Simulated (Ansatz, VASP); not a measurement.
# One calculation of AlNi, two programs

File INCAR:

```
ALGO     = Normal         # electronic algorithm
EDIFF    = 1E-6           # SCF threshold, eV
ENCUT    = 600            # plane-wave cutoff, eV
GGA      = PS             # functional
GGA_COMPAT= F            
ISIF     = 2              # what is computed and relaxed
ISMEAR   = 0              # smearing method
LASPH    = T              # aspherical terms in the spheres
LCHARG   = F              # write CHGCAR
LREAL    = F              # projectors in reciprocal space
LWAVE    = F              # write WAVECAR
NBANDS   = 14             # bands
NELM     = 120            # most SCF steps
PREC     = Accurate       # precision mode
SIGMA    = 0.15           # smearing width, eV
```

Contents of KPOINTS:

```
k-points
0
Gamma
  20 20 20
```

The input POSCAR:

```
AlNi
1.0
    2.9337196908      0.0000000000      0.0000000000
    0.0000000000      2.9337196908      0.0000000000
    0.0000000000      0.0000000000      2.8621655520
Al Ni
1 1
Direct
    0.0000000000      0.0000000000      0.0000000000
    0.5000000000      0.5000000000      0.5000000000
```

Input for Ansatz:

```yaml
crystal:
  lattice:
    - [2.9337196908, 0.0, 0.0]
    - [0.0, 2.9337196908, 0.0]
    - [0.0, 0.0, 2.862165552]
  atoms:
    - { symbol: Al, position: [0.0, 0.0, 0.0] }
    - { symbol: Ni, position: [0.5, 0.5, 0.5] }
basis:
  ecutwfc: 420
kpoints:
  mp_grid: { grid: [20, 20, 20] }
hamiltonian:
  xc: pbesol
scf:
  occupations: { method: gaussian, width: 0.15 }
output:
  forces: true
  stress: true
  eigenvalues: true
```

Change from the starting cell: strain +0.025 along x and y, +0.000 along z, atoms carried along.

Alike in both runs: task single point; functional PBEsol; k mesh 20 × 20 × 20; occupations gaussian, width 0.15 eV; no spin polarisation.

```csv
,VASP,Ansatz
version,VASP 6.6.1,Ansatz 0.2.0
potentials or method,"VASP PAW PBE potentials, release 64 (Al, Ni), cutoff 600 eV","scalar-relativistic, plane waves, PAW"
valence electrons in the cell,13,21
```

VASP gave:

| Quantity | Value |
| --- | --- |
| gap on the k mesh at the Fermi level (eV) | none |
| pressure (GPa) | -7.6 |
| traceless stress, the component that is largest in VASP (GPa) | 1.20 |

What did Ansatz give for the same quantities?

gap on the k mesh at the Fermi level (eV): none; pressure (GPa): -7.6; traceless stress, the component that is largest in VASP (GPa): 1.17.

VASP's potentials were made for PBE, not for PBEsol. A gap of «none» marks a metal or a gap that the smearing closes. With one functional, cell and mesh, what is left measures potentials, basis and numerics. VASP's potentials hold 13 valence electrons a cell and Ansatz's 21, so a difference there can come from the potentials and not from the codes.
